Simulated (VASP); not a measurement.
# Hf12H (a cell with a defect) in VASP: single point with PBE

Aim: the single point of Hf12H (a cell with a defect) with PBE.

All numbers are computed with VASP 6.6.1; they aren't measurements. Logs are shortened: lines on timing, memory, paths and dates and some standing lists are left out, and cuts for length are marked.

## (1) The cell of the first run

The cell holds a defect, 13 atoms: a = 6.400 Å, b = 9.600 Å, c = 5.062 Å, α = 90.00°, β = 90.00°, γ = 120.00°.

## (2) Single point, PBE

Contents of INCAR:

```
PREC = Accurate
ENCUT = 520
EDIFF = 1E-6
ISMEAR = -1
SIGMA = 0.1
LREAL = F
LASPH = T
NELM = 60
ALGO = Normal
ISIF = 2
LWAVE = F
LCHARG = T
GGA = PE
LELF = T
LVHAR = T
NBANDS = 72
```

Contents of KPOINTS:

```
Automatic mesh
0
Gamma
  3 2 3
```

Contents of POSCAR:

```
Hf12H
1.0
    6.4000000000      0.0000000000      0.0000000000
   -4.8000000000      8.3138440000      0.0000000000
    0.0000000000      0.0000000000      5.0624000000
Hf H
12 1
Direct
    0.0017763584      0.0061515086     -0.0050942184
    0.1695498643      0.2254053085      0.4966296111
    0.0015351764      0.3350365036      0.0011473386
    0.1670748932      0.5551043913      0.4998169633
    0.0031110637      0.6625035445     -0.0019240786
    0.1726713644      0.8927686479      0.4969437857
    0.4994382447      0.0013332143     -0.0005165921
    0.6650459194      0.2215126948      0.4984722531
    0.4977524592      0.3313262537      0.0041011272
    0.6650793100      0.5504269170      0.5058208784
    0.4939663739      0.6635331842      0.0030632756
    0.6641537879      0.8940773236      0.5014166879
    0.8335240844      0.7787695079      0.7478988684
```

Potentials or basis: VASP PAW PBE potentials, release 64 (Hf_pv, H).

On the command line:

```
cat potpaw_PBE.64/Hf_pv/POTCAR potpaw_PBE.64/H/POTCAR > POTCAR
mpirun -np 1 vasp_std > vasp.out
```

OUTCAR:

```text
PREC = Accurate
   ENCUT = 520
   EDIFF = 1E-6
   ISMEAR = -1
   LREAL = F
   LASPH = T
   NELM = 60
   ISIF = 2
   GGA = PE

 ion  position               nearest neighbor table
   1  0.002  0.006  0.995-  13 2.27   2 3.11  12 3.12   2 3.13   9 3.15   6 3.15   3 3.16   6 3.17
                            12 3.17   7 3.19   7 3.21  11 3.27   5 3.30
   2  0.170  0.225  0.497-   9 3.09   1 3.11   3 3.11   1 3.13  10 3.15   9 3.15   3 3.15   4 3.17
                             8 3.19   6 3.20  12 3.21   8 3.21
   3  0.002  0.335  0.001-   2 3.11   4 3.12   4 3.13   8 3.13   5 3.14   2 3.15  11 3.15   8 3.16
                             1 3.16   9 3.19   9 3.21   7 3.21
   4  0.167  0.555  0.500-  11 3.10   5 3.10   5 3.11   3 3.12  11 3.13   3 3.13   2 3.17  10 3.19
                             8 3.21  10 3.21  12 3.22   6 3.22
   5  0.003  0.663  0.998-  13 2.29   4 3.10   4 3.11  10 3.12  11 3.14   3 3.14   6 3.17   6 3.18
                            10 3.18   9 3.21   7 3.22  11 3.26   1 3.30
   6  0.173  0.893  0.497-  13 2.27   7 3.10   7 3.12  12 3.14   1 3.15   8 3.15   1 3.17   5 3.17
                             5 3.18   2 3.20   4 3.22  12 3.26  10 3.27
   7  0.499  0.001  0.999-  12 3.10   6 3.10  12 3.12   8 3.12   6 3.12   8 3.13   9 3.17   1 3.19
                             1 3.21   3 3.21   5 3.22  11 3.23
   8  0.665  0.222  0.498-   9 3.11   7 3.12   7 3.13   3 3.13  12 3.14   9 3.15   6 3.15   3 3.16
                            10 3.16   2 3.19   4 3.21   2 3.21
   9  0.498  0.331  0.004-   2 3.09   8 3.11  10 3.11  10 3.13   2 3.15   1 3.15   8 3.15   7 3.17
                             3 3.19  11 3.20   3 3.21   5 3.21
  10  0.665  0.550  0.506-  13 2.26   9 3.11   5 3.12   9 3.13   2 3.15  11 3.15   8 3.16  11 3.17
                             5 3.18   4 3.19   4 3.21   6 3.27  12 3.30
  11  0.494  0.664  0.003-  13 2.28   4 3.10   4 3.13   5 3.14  10 3.15   3 3.15  12 3.17  10 3.17
                            12 3.18   9 3.20   7 3.23   5 3.26   1 3.27
  12  0.664  0.894  0.501-  13 2.27   7 3.10   7 3.12   1 3.12   6 3.14   8 3.14  11 3.17   1 3.17
                            11 3.18   2 3.21   4 3.22   6 3.26  10 3.30
  13  0.834  0.779  0.748-  10 2.26   1 2.27   6 2.27  12 2.27  11 2.28   5 2.29

  LATTYP: Found a simple monoclinic cell.
 ALAT       =     6.4000000000
 B/A-ratio  =     0.7910000000
 C/A-ratio  =     1.3228756745
 COS(beta)  =    -0.1889822338

  Lattice vectors:

 A1 = (   6.4000000000,   0.0000000000,   0.0000000000)
 A2 = (   0.0000000000,   0.0000000000,   5.0624000000)
 A3 = (  -1.6000000000,  -8.3138440000,   0.0000000000)

Analysis of symmetry for initial positions (statically):
=====================================================================
 Subroutine PRICEL returns:
 Original cell was already a primitive cell.

 Routine SETGRP: Setting up the symmetry group for a
 simple monoclinic supercell.

 Subroutine GETGRP returns: Found  1 space group operations
 (whereof  1 operations were pure point group operations)
 out of a pool of  4 trial point group operations.

The static configuration has the point symmetry C_1 .

Analysis of symmetry for dynamics (positions and initial velocities):
=====================================================================
 Subroutine PRICEL returns:
 Original cell was already a primitive cell.

 Routine SETGRP: Setting up the symmetry group for a
 simple monoclinic supercell.

 Subroutine GETGRP returns: Found  1 space group operations
 (whereof  1 operations were pure point group operations)
 out of a pool of  4 trial point group operations.

The dynamic configuration has the point symmetry C_1 .

 Subroutine INISYM returns: Found  1 space group operations
 (whereof  1 operations are pure point group operations),
 and found     1 'primitive' translations

----------------------------------------------------------------------------------------

                                     Primitive cell

  volume of cell :     269.3632

  direct lattice vectors                    reciprocal lattice vectors
     6.400000000  0.000000000  0.000000000     0.156250000  0.090210978  0.000000000
    -4.800000000  8.313844000  0.000000000     0.000000000  0.120281304  0.000000000
     0.000000000  0.000000000  5.062400000     0.000000000  0.000000000  0.197534766

  length of vectors
     6.400000000  9.600000107  5.062400000     0.180421958  0.120281304  0.197534766

  position of ions in fractional coordinates (direct lattice)
     0.001776358  0.006151509  0.994905782
     0.169549864  0.225405309  0.496629611
     0.001535176  0.335036504  0.001147339
     0.167074893  0.555104391  0.499816963
     0.003111064  0.662503544  0.998075921
     0.172671364  0.892768648  0.496943786
     0.499438245  0.001333214  0.999483408
     0.665045919  0.221512695  0.498472253
     0.497752459  0.331326254  0.004101127
[... 34 lines left out ...]
     0.000000000  0.000000000  0.065844922     0.000000000  0.000000000  0.333333333

  Length of vectors
     0.060140653  0.060140652  0.065844922

  Shift w.r.t. Gamma in fractional coordinates (k-lattice)
     0.000000000  0.000000000  0.000000000

 -----------------------------------------------------------------------------
|                                                                             |
|           W    W    AA    RRRRR   N    N  II  N    N   GGGG   !!!           |
|           W    W   A  A   R    R  NN   N  II  NN   N  G    G  !!!           |
|           W    W  A    A  R    R  N N  N  II  N N  N  G       !!!           |
|           W WW W  AAAAAA  RRRRR   N  N N  II  N  N N  G  GGG   !            |
|           WW  WW  A    A  R   R   N   NN  II  N   NN  G    G                |
|           W    W  A    A  R    R  N    N  II  N    N   GGGG   !!!           |
|                                                                             |
|     Your reciprocal lattice and k-lattice belong to different lattice       |
|     classes:                                                                |
|                                                                             |
|        The reciprocal lattice is simple monoclinic,                         |
|        whereas your k-lattice is hexagonal.                                 |
|                                                                             |
|     Results are often still useful ...                                      |
|                                                                             |
 -----------------------------------------------------------------------------

 Subroutine IBZKPT returns following result:
 ===========================================

 Found     10 irreducible k-points:

 Following reciprocal coordinates:
            Coordinates               Weight
  0.000000  0.000000  0.000000      1.000000
  0.333333  0.000000  0.000000      2.000000
  0.000000  0.500000  0.000000      1.000000
  0.333333  0.500000  0.000000      2.000000
  0.000000  0.000000  0.333333      2.000000
  0.333333  0.000000  0.333333      2.000000
 -0.333333 -0.000000  0.333333      2.000000
  0.000000  0.500000  0.333333      2.000000
  0.333333  0.500000  0.333333      2.000000
 -0.333333  0.500000  0.333333      2.000000
   k-points           NKPTS =     10   k-points in BZ     NKDIM =     10   number of bands    NBANDS=     72
   number of dos      NEDOS =    301   number of ions     NIONS =     13
   total plane-waves  NPLWV = 138240
   dimension x,y,z NGX =    48 NGY =   72 NGZ =   40
   dimension x,y,z NGXF=    96 NGYF=  144 NGZF=   80
   ions per type =              12   1
   NGX,Y,Z   is equivalent  to a cutoff of  12.47, 12.47, 13.14 a.u.
   NGXF,Y,Z  is equivalent  to a cutoff of  24.94, 24.94, 26.27 a.u.
 SYSTEM =  unknown system
   PREC   = accura    normal or accurate (medium, high low for compatibility)
   ISTART =      0    job   : 0-new  1-cont  2-samecut
   ICHARG =      2    charge: 1-file 2-atom 10-const
   ISPIN  =      1    spin polarized calculation?
   LNONCOLLINEAR =      F non collinear calculations
   LSORBIT =      F    spin-orbit coupling
   LASPH  =      T    aspherical Exc in radial PAW
   ENCUT  =  520.0 eV  38.22 Ry    6.18 a.u.  11.90 17.85  9.41*2*pi/ulx,y,z
   NELM   =     60;   NELMIN=  2; NELMDL= -5     # of ELM steps
   EDIFF  = 0.1E-05   stopping-criterion for ELM
   LREAL  =      F    real-space projection
   EDIFFG = 0.1E-04   stopping-criterion for IOM
   NSW    =      0    number of steps for IOM
   IBRION =     -1    ionic relax: 0-MD 1-quasi-New 2-CG
   NFREE  =      0    steps in history (QN), initial steepest desc. (CG)
   ISIF   =      2    stress and relaxation
   ISYM   =      2    0-nonsym 1-usesym 2-fastsym
   POTIM  = 0.5000    time-step for ionic-motion
   TEBEG  =    0.0;   TEEND  =   0.0 temperature during run
   PSTRESS=    0.0 pullay stress
   NELECT =     121.0000    total number of electrons
   NUPDOWN=      -1.0000    fix difference up-down
   EMIN   =  10.00;   EMAX   =-10.00  energy-range for DOS
   EFERMI =   0.00;   METHOD = LEGACY
   ISMEAR =    -1;   SIGMA  =   0.10  broadening in eV -4-tet -1-fermi 0-gaus
   EFERMI_NEDOS =   21; number of points for ismear=-14 and -15
   IALGO  =     38    algorithm
   IMIX   =      4    mixing-type and parameters
     AMIX     =   0.40;   BMIX     =  1.00
     AMIX_MAG =   1.60;   BMIX_MAG =  1.00
  volume/ion in A,a.u.               =      20.72       139.83
  Fermi-wavevector in a.u.,A,eV,Ry     =   1.253787  2.369314 21.388120  1.571982
  Thomas-Fermi vector in A             =   2.387623
   LORBIT       =      0    0 simple, 1 ext, 2 COOP (PROOUT), +10 PAW based schemes
   GGA     = PE    functional components
   LHFCALC =     F    Hartree Fock is set to
   AEXX    =    0.0000 exact exchange contribution
   IVDW    =     0    specifies the selected vdW correction
   LEPSILON=     F    determine dielectric tensor
   LRPA    =     F    only Hartree local field effects (RPA)
 non-spin polarized calculation
  energy-cutoff  :      520.00
  volume of cell :      269.36
 maximum number of plane-waves:      7282
   NGX = 23   NGY = 35   NGZ = 19

 number of electron     121.0000007 magnetization

 Free energy of the ion-electron system (eV)
  ---------------------------------------------------
  ext. energy  EPLUGINS =         0.00000000
  ---------------------------------------------------
  free energy    TOTEN  =      -122.69381338 eV

  energy without entropy =     -122.20130926  energy(sigma->0) =     -122.44756132

 E-fermi :   4.9827     XC(G=0): -11.3121

 val. band max:        4.9673155601   @ k =   0.0000   0.0000   0.3333
 cond. band min:       4.9829349910   @ k =  -0.3333   0.5000   0.3333
 fundamental gap:      0.0156194309
 Fermi energy:         4.9827208643

 k-point     1 :       0.0000    0.0000    0.0000
  band No.  band energies     occupation
      1     -26.1139      2.00000
      2     -25.9588      2.00000
      3     -25.9032      2.00000
      4     -25.8847      2.00000
      5     -25.8705      2.00000
      6     -25.8476      2.00000
[... 739 lines left out ...]
     71       5.7330      0.00110
     72       6.1645      0.00001

------------------------ aborting loop because EDIFF is reached ----------------------------------------

  FORCE on cell =-STRESS in cart. coord.  units (eV):
  Direction    XX          YY          ZZ          XY          YZ          ZX
  --------------------------------------------------------------------------------------
  -------------------------------------------------------------------------------------
  Total        2.1553079      1.9552348      1.8237516     -0.0248437     -0.1473994     -0.0624953
  in kB       12.8198105     11.6297719     10.8477072     -0.1477706     -0.8767341     -0.3717229
  external PRESSURE =      11.7657632 kB  Pullay stress =       0.0000000 kB

 VOLUME and BASIS-vectors are now :
 -----------------------------------------------------------------------------
  energy-cutoff  :      520.00
  volume of cell :      269.36
      direct lattice vectors                 reciprocal lattice vectors
     6.400000000  0.000000000  0.000000000     0.156250000  0.090210978  0.000000000
    -4.800000000  8.313844000  0.000000000     0.000000000  0.120281304  0.000000000
     0.000000000  0.000000000  5.062400000     0.000000000  0.000000000  0.197534766

 POSITION                                       TOTAL-FORCE (eV/Angst)
 -----------------------------------------------------------------------------------
     -0.01816      0.05114      5.03661         0.034414     -0.012959      0.030328
      0.00317      1.87398      2.51414        -0.001313     -0.030430     -0.002716
     -1.59835      2.78544      0.00581        -0.013870     -0.019016      0.011939
     -1.59522      4.61505      2.53027        -0.007644      0.011143     -0.009675
     -3.16011      5.50795      5.05266         0.046781      0.072140      0.011945
     -3.18019      7.42234      2.51573         0.021863     -0.014157      0.004910
      3.19001      0.01108      5.05978         0.017209     -0.008731      0.019654
      3.19303      1.84162      2.52347         0.027538      0.013623     -0.008458
      1.59525      2.75459      0.02076        -0.011872      0.028772     -0.005999
      1.61446      4.57616      2.56067        -0.031266      0.019221     -0.048129
     -0.02357      5.51651      0.01551        -0.031724      0.019270     -0.016363
     -0.04099      7.43322      2.53837        -0.052254     -0.075010     -0.006428
      1.59646      6.47457      3.78616         0.002137     -0.003867      0.018991
 -----------------------------------------------------------------------------------
    total drift:                                0.000152      0.000162      0.000065

  FREE ENERGIE OF THE ION-ELECTRON SYSTEM (eV)
  ---------------------------------------------------
  free  energy   TOTEN  =      -122.6938133834 eV

  energy  without entropy=     -122.2013092638  energy(sigma->0) =     -122.44756132
```

It took 3 min on 1 thread of Intel Xeon 6975P-C (Granite Rapids), shared host; peak memory 0.41 GiB.

Results:

```yaml
Free_energy: -122.6938 eV
Pressure: 1.2 GPa
Largest_force: 0.092 eV/Å
```

Forces in eV/Å, atoms in the order of the input:
```
Hf   0.034 -0.013  0.030
Hf  -0.001 -0.030 -0.003
Hf  -0.014 -0.019  0.012
Hf  -0.008  0.011 -0.010
Hf   0.047  0.072  0.012
Hf   0.022 -0.014  0.005
Hf   0.017 -0.009  0.020
Hf   0.028  0.014 -0.008
Hf  -0.012  0.029 -0.006
Hf  -0.031  0.019 -0.048
Hf  -0.032  0.019 -0.016
Hf  -0.052 -0.075 -0.006
H    0.002 -0.004  0.019
```

Caveat: the k points lie up to 0.41 Å⁻¹ apart; spin-orbit coupling is left out, which moves the levels of the heavy elements.
